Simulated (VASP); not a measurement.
A run of VASP 6.6.1:

File INCAR:

```
  PREC = Accurate
  ENCUT = 520
  EDIFF = 1E-6
  ISMEAR = -1
  SIGMA = 0.05
  LREAL = False
  LASPH = True
  NELM = 80
  ALGO = Normal
  ISIF = 2
  LWAVE = False
  LCHARG = True
  GGA = PE
  LELF = True
  LVHAR = True
  NBANDS = 18
```

File KPOINTS:

```
regular mesh
0
Gamma
  9 9 7
```

POSCAR

```
CuAu
1.0
    2.8107494552      0.0000000000      0.0000000000
    0.0000000000      2.8107494552      0.0000000000
    0.0000000000      0.0000000000      3.6850000000
Au Cu
1 1
Direct
    0.0000000000      0.0000000000      0.0000000000
    0.5000000000      0.5000000000      0.5000000000
```

Potentials or basis: VASP PAW PBE potentials, release 64 (Au, Cu).

Launch:

```sh
$ cat potpaw_PBE.64/Au/POTCAR potpaw_PBE.64/Cu/POTCAR > POTCAR
$ mpirun -np 1 vasp_std > vasp.out
```

Hardware: 1 thread of AMD EPYC 7R43 64-Core Processor (Zen 3) (shared host).

Problem. How long does it take, and how much memory?

Solution. Run time: 36 s on 1 thread of AMD EPYC 7R43 64-Core Processor (Zen 3), with other jobs on the host, peak memory 0.13 GiB. Counts: scf iterations 13, k points 60.
